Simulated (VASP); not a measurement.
Wanted: the native input for a VASP 6.6.1 run.

| Quantity | Value |
| --- | --- |
| Task | single point |
| Functional | RPBE |
| Potentials or basis | VASP PAW PBE potentials, release 64 (Zr_sv) |
| Cutoff | 520 eV |
| k mesh | 13 × 13 × 13 |
| Occupations | fermi-dirac, width 0.1 eV |
| Spin | no spin polarisation |
| Dipole correction | no |
| Further INCAR settings | ALGO = Normal; EDIFF = 1e-06; NBANDS = 12 |

The structure of Zr lies in POSCAR:

```
Zr
1.0
    0.0000000000      2.3715576003      2.3715576003
    2.3715576003      0.0000000000      2.3715576003
    2.3715576003      2.3715576003      0.0000000000
Zr
1
Direct
    0.0000000000      0.0000000000      0.0000000000
```

This cell differs from its parent crystal: volume scaled by 1.12.

The input as run:

INCAR

```
SYSTEM = Zr
ALGO = Normal
EDIFF = 1E-6
ENCUT = 520
GGA = RP
ISIF = 2
ISMEAR = -1
LASPH = .True.
LCHARG = .False.
LREAL = .False.
LWAVE = .False.
NBANDS = 12
NELM = 80
PREC = Accurate
SIGMA = 0.1
```

KPOINTS

```
k-points
0
Gamma
  13 13 13
  0 0 0
```

Potentials or basis: VASP PAW PBE potentials, release 64 (Zr_sv).

The run is started by

```sh
$ cat potpaw_PBE.64/Zr_sv/POTCAR > POTCAR
$ mpirun -np 1 vasp_std > vasp.out
```

It gave:

```yaml
Pressure: -7.9 GPa
Band_gap_on_the_k_mesh: zero (band 6 reaches 8.47 eV, above the bottom of band 7 at 7.05 eV)
```

Caveat: the PAW data sets were made with another functional, which shifts forces and pressure a little.

Wall time 27 s on 1 thread of Intel(R) Xeon(R) 6975P-C (Granite Rapids) (shared host), peak memory 0.17 GiB.
